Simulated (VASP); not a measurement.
A run of VASP 6.6.1:

The input INCAR:

```
SYSTEM = Ca
ALGO = Normal ; EDIFF = 1E-6
EDIFFG = -0.005 ; ENCUT = 600
GGA = CA ; IBRION = 2
ISIF = 3 ; ISMEAR = -1
LASPH = .True. ; LCHARG = .False.
LREAL = .False. ; LWAVE = .False.
NELM = 60 ; NSW = 60
PREC = Accurate ; PSTRESS = 200.0
SIGMA = 0.08
```

Contents of KPOINTS:

```
k-points
0
Gamma
  14 14 13
  0 0 0
```

File POSCAR:

```
Ca
1.0
    3.0702893180      0.0000000000      0.0000000000
   -1.5351446590      2.6589485464      0.0000000000
    0.0000000000      0.0000000000      2.8860719589
Ca
1
Direct
    0.0000000000      0.0000000000      0.0000000000
```

Potentials or basis: VASP PAW LDA potentials, release 64 (Ca_sv).

The run is started by

```sh
$ cat potpaw_LDA.64/Ca_sv/POTCAR > POTCAR
$ mpirun -np 1 vasp_std > vasp.out
```

Hardware: 1 thread of Intel(R) Xeon(R) 6975P-C (Granite Rapids) (shared host).

Question: How long does it take, and how much memory?

Answer: Wall time 80 s on 1 thread of Intel(R) Xeon(R) 6975P-C (Granite Rapids) (shared host), peak memory 0.19 GiB. Counts: scf iterations 61, k points 168, ion steps 11.
